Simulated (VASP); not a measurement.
Write the native input for VASP 6.6.1 that does the following.

- Task: single point
- Functional: PBEsol
- Potentials or basis: VASP PAW PBE potentials, release 64 (Ir_sv_GW)
- Cutoff: 560 eV
- k mesh: 21 × 21 × 12
- Occupations: gaussian, width 0.15 eV
- Spin: collinear spin
- Starting moments: [0.5, 0.5] μB
- Fixed moment: 1 μB
- Dipole correction: no
- Further INCAR settings: ALGO = Normal; EDIFF = 1e-06; NBANDS = 28

The structure of Ir lies in POSCAR:

```
Ir
1.0
    2.7188340441      0.0000000000      0.0000000000
   -1.3594170221      2.3545793509      0.0000000000
    0.0000000000      0.0000000000      4.4080676386
Ir
2
Direct
    0.6666666667      0.3333333333      0.7500000000
    0.3333333333      0.6666666667      0.2500000000
```

This isn't the form of Ir at room conditions, which is fcc.

These files were run (other wordings do the same):

INCAR

```
PREC     = Accurate       # precision mode
ENCUT    = 560            # plane-wave cutoff, eV
EDIFF    = 1E-6           # SCF threshold, eV
ISMEAR   = 0              # smearing method
SIGMA    = 0.15           # smearing width, eV
LREAL    = F              # projectors in reciprocal space
LASPH    = T              # aspherical terms in the spheres
NELM     = 200            # most SCF steps
ALGO     = Normal         # electronic algorithm
ISIF     = 2              # what is computed and relaxed
LWAVE    = F              # write WAVECAR
LCHARG   = T              # write CHGCAR
ISPIN    = 2              # spin polarisation
MAGMOM   = 0.5 0.5        # initial moments
LORBIT   = 11             # projections on sites
NUPDOWN  = 1.0            # fixed moment
LMAXMIX  = 4              # l up to which the mixer works
GGA      = PS             # functional
LELF     = T              # ELF
LVHAR    = T            
NBANDS   = 28             # bands
GGA_COMPAT= F
```

KPOINTS

```
regular mesh
0
Gamma
  21 21 12
```

Potentials or basis: VASP PAW PBE potentials, release 64 (Ir_sv_GW).

The run is started by

```bash
$ cat potpaw_PBE.64/Ir_sv_GW/POTCAR > POTCAR
$ mpirun -np 1 vasp_std > vasp.out
```

It gave:

```
Pressure                                              : 0.4 GPa
Net moment                                            : 1.00 μB per cell
Site moments                                          : Ir +0.51 μB
Valence electrons inside the program's atomic spheres : Ir 16.47
```

Caveat: the PAW data sets were made with another functional, which shifts forces and pressure a little; the total moment is fixed, so each spin has its own Fermi level and the state may be an excited one.

Wall time 3.1 min on 1 thread of Intel(R) Xeon(R) 6975P-C (Granite Rapids), on a shared host, peak memory 0.49 GiB.
